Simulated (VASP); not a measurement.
The system is MnAs.

```xyz
4
Lattice="3.7100 0.0000 0.0000 -1.8550 3.2130 0.0000 0.0000 0.0000 5.6910" Properties=species:S:1:pos:R:3 pbc="T T T"
Mn    0.0000    0.0000    0.0000
Mn    0.0000    0.0000    2.8455
As    0.0000    2.1420    1.4227
As    1.8550    1.0710    4.2683
```

- Program: VASP 6.6.1
- Task: relaxation of cell and atoms
- Functional: PBE
- Potentials or basis: VASP PAW PBE potentials, release 64 (Mn_pv, As)
- Cutoff: 600 eV
- k mesh: 6 × 6 × 4
- Occupations: gaussian, width 0.05 eV
- Spin: collinear spin, ferromagnetic start
- Starting moments: [3.5, 3.5, 0.0, 0.0] μB

At the start: pressure -3.4 GPa; volume 16.96 Å³/atom.

Task: Where does the relaxation end?

Result: Over 4 steps the energy falls by 10.9 meV/atom and the volume is 16.04 Å³/atom (-5.4 %); space group P6_3/mmc (No. 194, to 0.05 Å); moment 5.85 μB per cell.

Step by step:
| step | energy change (eV) | largest force (eV/Å) | pressure (GPa) | volume (Å³) |
| --- | --- | --- | --- | --- |
| 1 | 0.0000 | 0.0000 | -3.41 | 67.84 |
| 2 | -0.0435 | 0.0000 | -0.33 | 64.35 |
| 3 | -0.0433 | 0.0000 | 0.58 | 63.86 |
| 4 | -0.0437 | 0.0000 | 0.04 | 64.15 |

Final structure:
```yaml
crystal:
  lattice:
    - [3.65842, 0.00000, 0.00000]
    - [-1.82921, 3.16829, 0.00000]
    - [0.00000, 0.00000, 5.53424]
  atoms:
    - { symbol: Mn, position: [0.00000, 0.00000, 0.00000] }
    - { symbol: Mn, position: [0.00000, 0.00000, 0.50000] }
    - { symbol: As, position: [0.33333, 0.66667, 0.25000] }
    - { symbol: As, position: [0.66667, 0.33333, 0.75000] }
```

Caveat: only a ferromagnetic start was run, and an antiferromagnetic order may lie lower in energy.
